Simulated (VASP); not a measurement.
Input of a VASP 6.6.1 run:

The input INCAR:

```
PREC = Accurate ; ENCUT = 520
EDIFF = 1E-6 ; ISMEAR = 0
SIGMA = 0.1 ; LREAL = F
LASPH = T ; NELM = 60
ALGO = Fast ; ISIF = 2
LWAVE = F ; LCHARG = F
GGA = PE ; NBANDS = 56
```

The input KPOINTS:

```
Automatic mesh
0
Gamma
  6 6 4
```

POSCAR

```
SiMo3
1.0
    5.5348535293      0.0000000000      0.0000000000
   -2.7674267646      4.7933237626      0.0000000000
    0.0000000000      0.0000000000      4.4425739426
Si Mo
2 6
Direct
    0.3333333333      0.6666666667      0.2500000000
    0.6666666667      0.3333333333      0.7500000000
    0.8330000000      0.6660000000      0.2500000000
    0.1670000000      0.8330000000      0.7500000000
    0.3340000000      0.1670000000      0.2500000000
    0.1670000000      0.3340000000      0.7500000000
    0.8330000000      0.1670000000      0.2500000000
    0.6660000000      0.8330000000      0.7500000000
```

Potentials or basis: VASP PAW PBE potentials, release 64 (Si, Mo_sv).

Command:

```bash
$ cat potpaw_PBE.64/Si/POTCAR potpaw_PBE.64/Mo_sv/POTCAR > POTCAR
$ mpirun -np 1 vasp_std > vasp.out
```

(1) What does it give for the band gap on the k mesh?

(2) Estimate the pressure.

(3) Estimate the largest force.

## Answers

(1) zero (bands 46 and 47 overlap by 0.79 eV).

(2) 5.0 GPa.

(3) 0.191 eV/Å.

Caveat: the cell stands under pressure.
